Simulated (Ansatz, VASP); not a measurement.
**Ti3Al: VASP beside Ansatz**

```
Ti Al
1.0
     5.62572    0.00000    0.00000
    -2.81286    4.87202    0.00000
     0.00000    0.00000    4.56546
Ti Al
6 2
Direct
  0.83055 0.66109 0.25000
  0.16945 0.83055 0.75000
  0.33891 0.16945 0.25000
  0.16945 0.33891 0.75000
  0.83055 0.16945 0.25000
  0.66109 0.83055 0.75000
  0.33333 0.66667 0.25000
  0.66667 0.33333 0.75000
```

Alike in both runs: functional LDA; k mesh 6 × 6 × 6; occupations fermi-dirac, width 0.15 eV; no spin polarisation.

Ansatz relaxed the structure, and its values are those at the end. VASP's run is a single point on that final structure, the one shown.

|  | VASP | Ansatz |
| --- | --- | --- |
| version | VASP 6.6.1 | Ansatz 0.2.0 |
| potentials or method | VASP PAW LDA potentials, release 64 (Ti_sv, Al), cutoff 520 eV | scalar-relativistic, plane waves, PAW |
| valence electrons in the cell | 78 | 78 |

```csv
,VASP,Ansatz,Ansatz less VASP
gap on the k mesh at the Fermi level (eV),none,none,-
pressure (GPa),0.1,0.0,-0.09
rms of the force components (eV/Å),0.004,0.000,-0.0035
```

Ansatz warns that its potentials were made for another functional, while VASP's fit it. LDA's correlation is that of Perdew and Zunger in VASP and of Perdew and Wang (1992) in Ansatz. A gap of «none» marks a metal or a gap that the smearing closes.
